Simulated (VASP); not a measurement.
Input of a VASP 6.6.1 run:

File INCAR:

```
SYSTEM = MnF2
ALGO     = Normal         ! electronic algorithm
EDIFF    = 1E-6           ! SCF threshold, eV
ENCUT    = 520            ! plane-wave cutoff, eV
GGA      = PS             ! functional
ISIF     = 2              ! what is computed and relaxed
ISMEAR   = 0              ! smearing method
ISPIN    = 2              ! spin polarisation
LASPH    = .TRUE.         ! aspherical terms in the spheres
LCHARG   = .FALSE.        ! write CHGCAR
LDAU     = .TRUE.         ! DFT+U
LDAUJ    = 0 0          
LDAUL    = 2 -1           ! shell
LDAUPRINT= 1            
LDAUTYPE = 2            
LDAUU    = 3 0            ! U, eV
LMAXMIX  = 4              ! l up to which the mixer works
LORBIT   = 11             ! projections on sites
LREAL    = .FALSE.        ! projectors in reciprocal space
LWAVE    = .FALSE.        ! write WAVECAR
MAGMOM   = 4.2 -4.2 -0.02 0.02 -0.02 0.02 ! initial moments
NBANDS   = 40             ! bands
NELM     = 150            ! most SCF steps
PREC     = Accurate       ! precision mode
SIGMA    = 0.05           ! smearing width, eV
```

KPOINTS

```
k-points
0
G
  4 4 6
  0 0 0
```

POSCAR

```
MnF2
1.0
    4.8733996600      0.0000000000      0.0000000000
    0.0000000000      4.8733996600      0.0000000000
    0.0000000000      0.0000000000      3.3098997700
Mn F
2 4
Direct
    0.0000000000      0.0000000000      0.0000000000
    0.5000000000      0.5000000000      0.5000000000
    0.3050000000      0.3050000000      0.0000000000
    0.1950000000      0.8050000000      0.5000000000
    0.6950000000      0.6950000000      0.0000000000
    0.8050000000      0.1950000000      0.5000000000
```

Potentials or basis: VASP PAW PBE potentials, release 64 (Mn_pv, F).

The run is started by

```sh
$ cat potpaw_PBE.64/Mn_pv/POTCAR potpaw_PBE.64/F/POTCAR > POTCAR
$ mpirun -np 1 vasp_std > vasp.out
```

Predict the largest force.

0.017 eV/Å.

Predict the site moments.

Mn +4.64, -4.64; F -0.02, +0.02 μB.

What does it give for the band gap on the k mesh?

3.09 eV, indirect (least direct gap 3.13 eV).

Forces on the atoms (eV/Å):
```
Mn   0.000  0.000  0.000
Mn   0.000  0.000  0.000
F   -0.012 -0.012  0.000
F    0.012 -0.012  0.000
F    0.012  0.012  0.000
F   -0.012  0.012  0.000
```

Caveat: the PAW data sets were made with another functional, which shifts forces and pressure a little. The state reached can hang on the start; a lower one may exist.
